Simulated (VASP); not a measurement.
# GaAs (I-4m2) in VASP: a series of runs

Runs on GaAs. Level: r2SCAN. Tasks: single point.

Everything below comes from runs of VASP 6.6.1. Logs are shortened: lines on timing, memory, paths and dates and some standing lists are left out, and cuts for length are marked.

## (1) The cell of the first run

It takes space group I-4m2 (No. 119, tetragonal). The conventional cell has a = 3.798 Å, b = 3.798 Å, c = 5.795 Å, α = 90.00°, β = 90.00°, γ = 90.00°. Within 3.2 Å of Ga (site symmetry -4m2) lie 4 As at 2.39 Å. As (site symmetry -4m2) has 4 Ga at 2.39 Å within 3.2 Å.

## (2) Single point, r2SCAN (strain -0.050 along x and y, +0.025 along z)

File POSCAR:

```
GaAs
1.0
    0.0000000000      2.6855075000      2.8975212500
    2.6855075000      0.0000000000      2.8975212500
    2.6855075000      2.6855075000      0.0000000000
Ga As
1 1
Direct
    0.0000000000      0.0000000000      0.0000000000
    0.7500000000      0.7500000000      0.7500000000
```

File INCAR.step1:

```
PREC     = Accurate       # precision mode
ENCUT    = 520            # plane-wave cutoff, eV
ISMEAR   = 0              # smearing method
SIGMA    = 0.05           # smearing width, eV
LREAL    = F              # projectors in reciprocal space
LASPH    = T              # aspherical terms in the spheres
NELM     = 100            # most SCF steps
NBANDS   = 16             # bands
GGA      = PE             # functional
ALGO     = Normal         # electronic algorithm
EDIFF    = 1E-4           # SCF threshold, eV
LWAVE    = T              # write WAVECAR
LCHARG   = F              # write CHGCAR
```

File INCAR.step2:

```
PREC     = Accurate       # precision mode
ENCUT    = 520            # plane-wave cutoff, eV
EDIFF    = 1E-6           # SCF threshold, eV
ISMEAR   = 0              # smearing method
SIGMA    = 0.05           # smearing width, eV
LREAL    = F              # projectors in reciprocal space
LASPH    = T              # aspherical terms in the spheres
NELM     = 100            # most SCF steps
ALGO     = Normal         # electronic algorithm
ISIF     = 2              # what is computed and relaxed
LWAVE    = F              # write WAVECAR
LCHARG   = F              # write CHGCAR
METAGGA  = R2SCAN         # meta-GGA
LMIXTAU  = T            
NBANDS   = 16             # bands
ISTART   = 1
```

File KPOINTS:

```
regular mesh
0
Gamma
  8 8 8
```

Potentials or basis: VASP PAW PBE potentials, release 64 (Ga_d, As).

Run with:

```bash
$ cat potpaw_PBE.64/Ga_d/POTCAR potpaw_PBE.64/As/POTCAR > POTCAR
$ cp INCAR.step1 INCAR
$ mpirun -np 1 vasp_std > vasp.out
$ cp INCAR.step2 INCAR
$ mpirun -np 1 vasp_std > vasp.out
```

OUTCAR:

```text
PREC = Accurate
   ENCUT = 520
   EDIFF = 1E-6
   ISMEAR = 0
   LREAL = F
   LASPH = T
   NELM = 100
   ISIF = 2
   METAGGA = R2SCAN
   ISTART = 1

 ion  position               nearest neighbor table
   1  0.000  0.000  0.000-   2 2.39   2 2.39   2 2.39   2 2.39
   2  0.750  0.750  0.750-   1 2.39   1 2.39   1 2.39   1 2.39

  LATTYP: Found a body centered tetragonal cell.
 ALAT       =     3.7978811284
 C/A-ratio  =     1.5258620015

  Lattice vectors:

 A1 = (  -2.6855075000,   0.0000000000,   2.8975212500)
 A2 = (   2.6855075000,   0.0000000000,   2.8975212500)
 A3 = (   0.0000000000,   2.6855075000,  -2.8975212500)

Analysis of symmetry for initial positions (statically):
=====================================================================
 Subroutine PRICEL returns:
 Original cell was already a primitive cell.

 Routine SETGRP: Setting up the symmetry group for a
 body centered tetragonal supercell.

 Subroutine GETGRP returns: Found  8 space group operations
 (whereof  8 operations were pure point group operations)
 out of a pool of 16 trial point group operations.

The static configuration has the point symmetry D_2d.

Analysis of symmetry for dynamics (positions and initial velocities):
=====================================================================
 Subroutine PRICEL returns:
 Original cell was already a primitive cell.

 Routine SETGRP: Setting up the symmetry group for a
 body centered tetragonal supercell.

 Subroutine GETGRP returns: Found  8 space group operations
 (whereof  8 operations were pure point group operations)
 out of a pool of 16 trial point group operations.

The dynamic configuration has the point symmetry D_2d.

 Subroutine INISYM returns: Found  8 space group operations
 (whereof  8 operations are pure point group operations),
 and found     1 'primitive' translations

----------------------------------------------------------------------------------------

                                     Primitive cell

  volume of cell :      41.7936

  direct lattice vectors                    reciprocal lattice vectors
     0.000000000  2.685507500  2.897521250    -0.186184548  0.186184548  0.172561288
     2.685507500  0.000000000  2.897521250     0.186184548 -0.186184548  0.172561288
     2.685507500  2.685507500  0.000000000     0.186184548  0.186184548 -0.172561288

  length of vectors
     3.950642976  3.950642976  3.797881128     0.314812277  0.314812277  0.314812277
[... 80 lines left out ...]
   NELM   =    100;   NELMIN=  2; NELMDL=  0     # of ELM steps
   EDIFF  = 0.1E-05   stopping-criterion for ELM
   LREAL  =      F    real-space projection
   EDIFFG = 0.1E-04   stopping-criterion for IOM
   NSW    =      0    number of steps for IOM
   IBRION =     -1    ionic relax: 0-MD 1-quasi-New 2-CG
   NFREE  =      0    steps in history (QN), initial steepest desc. (CG)
   ISIF   =      2    stress and relaxation
   ISYM   =      2    0-nonsym 1-usesym 2-fastsym
   POTIM  = 0.5000    time-step for ionic-motion
   TEBEG  =    0.0;   TEEND  =   0.0 temperature during run
   PSTRESS=    0.0 pullay stress
   NELECT =      18.0000    total number of electrons
   NUPDOWN=      -1.0000    fix difference up-down
   EMIN   =  10.00;   EMAX   =-10.00  energy-range for DOS
   EFERMI =   0.00;   METHOD = LEGACY
   ISMEAR =     0;   SIGMA  =   0.05  broadening in eV -4-tet -1-fermi 0-gaus
   EFERMI_NEDOS =   21; number of points for ismear=-14 and -15
   IALGO  =     38    algorithm
   IMIX   =      4    mixing-type and parameters
     AMIX     =   0.40;   BMIX     =  1.00
     AMIX_MAG =   1.60;   BMIX_MAG =  1.00
  volume/ion in A,a.u.               =      20.90       141.02
  Fermi-wavevector in a.u.,A,eV,Ry     =   1.236315  2.336297 20.796169  1.528475
  Thomas-Fermi vector in A             =   2.370929
   LORBIT       =      0    0 simple, 1 ext, 2 COOP (PROOUT), +10 PAW based schemes
   METAGGA = R2SCAN    functional components
   LHFCALC =     F    Hartree Fock is set to
   AEXX    =    0.0000 exact exchange contribution
   IVDW    =     0    specifies the selected vdW correction
   LEPSILON=     F    determine dielectric tensor
   LRPA    =     F    only Hartree local field effects (RPA)
 non-spin polarized calculation
 Gauss-broadening in eV      SIGMA  =   0.05
  energy-cutoff  :      520.00
  volume of cell :       41.79
 maximum number of plane-waves:      1134
 NGX is ok and might be reduce to    30
   NGX = 15   NGY = 15   NGZ = 15

 number of electron      18.0000008 magnetization

 Free energy of the ion-electron system (eV)
  ---------------------------------------------------
  ext. energy  EPLUGINS =         0.00000000
  ---------------------------------------------------
  free energy    TOTEN  =       -26.93339479 eV

  energy without entropy =      -26.93339479  energy(sigma->0) =      -26.93339479

 E-fermi :   4.9083     XC(G=0): -10.6397

 val. band max:        4.6303639594   @ k =   0.0000   0.0000   0.0000
 cond. band min:       5.8605771518   @ k =   0.3750   0.0000   0.3750
 fundamental gap:      1.2302131924
 Fermi energy:         4.9082733334

 k-point     1 :       0.0000    0.0000    0.0000
  band No.  band energies     occupation
      1     -10.9603      2.00000
      2     -10.9400      2.00000
      3     -10.9396      2.00000
      4     -10.8400      2.00000
      5     -10.8345      2.00000
      6      -9.3548      2.00000
[... 433 lines left out ...]
      3     -10.9140      2.00000
      4     -10.8493      2.00000
      5     -10.8233      2.00000
      6      -7.8021      2.00000
[... 8 lines left out ...]
     15      15.6169      0.00000
     16      16.7104      0.00000

 [... further k-points ...]

------------------------ aborting loop because EDIFF is reached ----------------------------------------

  FORCE on cell =-STRESS in cart. coord.  units (eV):
  Direction    XX          YY          ZZ          XY          YZ          ZX
  --------------------------------------------------------------------------------------
  -------------------------------------------------------------------------------------
  Total        2.4728082      2.4728082      0.8999623      0.0000000     -0.0000000      0.0000000
  in kB       94.7963574     94.7963574     34.5005132      0.0000000     -0.0000000      0.0000000
  external PRESSURE =      74.6977426 kB  Pullay stress =       0.0000000 kB

 VOLUME and BASIS-vectors are now :
 -----------------------------------------------------------------------------
  energy-cutoff  :      520.00
  volume of cell :       41.79
      direct lattice vectors                 reciprocal lattice vectors
     0.000000000  2.685507500  2.897521250    -0.186184548  0.186184548  0.172561288
     2.685507500  0.000000000  2.897521250     0.186184548 -0.186184548  0.172561288
     2.685507500  2.685507500  0.000000000     0.186184548  0.186184548 -0.172561288

 POSITION                                       TOTAL-FORCE (eV/Angst)
 -----------------------------------------------------------------------------------
      0.00000      0.00000      0.00000         0.000000      0.000000      0.000000
      4.02826      4.02826      4.34628        -0.000000     -0.000000     -0.000000
 -----------------------------------------------------------------------------------
    total drift:                                0.000108      0.000108      0.000495

  FREE ENERGIE OF THE ION-ELECTRON SYSTEM (eV)
  ---------------------------------------------------
  free  energy   TOTEN  =       -26.9333947940 eV

  energy  without entropy=      -26.9333947940  energy(sigma->0) =      -26.93339479
```

OSZICAR.step1:

```text
N       E                     dE             d eps       ncg     rms          rms(c)
DAV:   1     0.854323487393E+02    0.85432E+02   -0.89703E+03  1936   0.164E+03
DAV:   2    -0.161536064620E+01   -0.87048E+02   -0.82913E+02  2168   0.315E+02
DAV:   3    -0.815477301735E+01   -0.65394E+01   -0.65184E+01  2280   0.664E+01
DAV:   4    -0.824980841989E+01   -0.95035E-01   -0.95023E-01  2336   0.899E+00
DAV:   5    -0.825112817491E+01   -0.13198E-02   -0.13197E-02  2360   0.958E-01    0.315E+00
DAV:   6    -0.809515504860E+01    0.15597E+00   -0.21731E-01  2888   0.867E+00    0.193E+00
DAV:   7    -0.806992718753E+01    0.25228E-01   -0.75542E-02  2400   0.212E+00    0.575E-01
DAV:   8    -0.807061203151E+01   -0.68484E-03   -0.11105E-02  2360   0.120E+00    0.143E-01
DAV:   9    -0.807098953277E+01   -0.37750E-03   -0.95701E-04  2272   0.328E-01    0.458E-02
DAV:  10    -0.807104696509E+01   -0.57432E-04   -0.67095E-05  1976   0.111E-01
   1 F= -.80710470E+01 E0= -.80710470E+01  d E =-.247839E-16
```

It took 3.6 min on 1 thread of Intel Xeon 8259CL, shared host; peak memory 0.19 GiB.

What came out:

* Free energy: -26.9334 eV
* Pressure: 7.5 GPa
* Band gap on the k mesh: 1.23 eV (least direct gap 1.40 eV)

Caveat: the cell differs from its parent crystal (strain -0.050 along x and y, +0.025 along z); the cell stands under pressure; the PAW data sets were made with another functional, which shifts forces and pressure a little. A k mesh can miss the band edges.

## (3) Single point, r2SCAN (strain -0.050 along x and y, +0.050 along z)

File POSCAR:

```
GaAs
1.0
    0.0000000000      2.6855075000      2.9681925000
    2.6855075000      0.0000000000      2.9681925000
    2.6855075000      2.6855075000      0.0000000000
Ga As
1 1
Direct
    0.0000000000      0.0000000000      0.0000000000
    0.7500000000      0.7500000000      0.7500000000
```

File INCAR.step1:

```
  ALGO = Normal
  EDIFF = 1E-4
  ENCUT = 520
  GGA = PE
  ISMEAR = 0
  LASPH = T
  LCHARG = F
  LREAL = F
  LWAVE = T
  NBANDS = 16
  NELM = 60
  PREC = Accurate
  SIGMA = 0.05
```

File INCAR.step2:

```
  ALGO = Normal
  EDIFF = 1E-6
  ENCUT = 520
  ISIF = 2
  ISMEAR = 0
  ISTART = 1
  LASPH = T
  LCHARG = T
  LELF = T
  LMIXTAU = T
  LREAL = F
  LVHAR = T
  LWAVE = F
  METAGGA = R2SCAN
  NBANDS = 16
  NELM = 60
  PREC = Accurate
  SIGMA = 0.05
```

File KPOINTS:

```
k-points
0
Gamma
  8 8 8
```

Potentials or basis: VASP PAW PBE potentials, release 64 (Ga_d, As).

Run with:

```bash
$ cat potpaw_PBE.64/Ga_d/POTCAR potpaw_PBE.64/As/POTCAR > POTCAR
$ cp INCAR.step1 INCAR
$ mpirun -np 1 vasp_std > vasp.out
$ cp INCAR.step2 INCAR
$ mpirun -np 1 vasp_std > vasp.out
```

Wall time 3.1 min (1 thread of Intel Xeon 8259CL, shared host); peak memory 0.19 GiB.

The run converged. Its results:

- Free energy: -26.9425 eV
- Pressure: 5.0 GPa
- Band gap on the k mesh: 1.07 eV (least direct gap 1.10 eV)

Stress tensor (GPa, compression positive):
```
 7.75  0.00  0.00
 0.00  7.75  0.00
 0.00  0.00 -0.51
```

Levels at points of the mesh, in eV from the valence-band top:
```tsv
k point	band 5	band 6	band 7	band 8	band 9	band 10	band 11	band 12	band 13	band 14
(0.00, 0.00, 0.00)	-15.48	-13.84	-0.73	0.00	0.00	1.10	3.78	3.78	4.08	8.20
(0.50, 0.00, 0.00)	-15.47	-11.81	-7.35	-1.97	-1.01	1.07	4.67	5.16	8.24	11.06
(0.50, 0.50, 0.00)	-15.48	-11.27	-7.93	-2.69	-2.69	1.95	2.39	11.01	11.01	11.40
(0.50, 0.00, 0.50)	-15.46	-10.81	-7.25	-3.45	-3.38	1.20	1.36	10.24	10.65	11.83
```

Caveat: the cell differs from its parent crystal (strain -0.050 along x and y, +0.050 along z); the cell stands under pressure; the PAW data sets were made with another functional, which shifts forces and pressure a little.
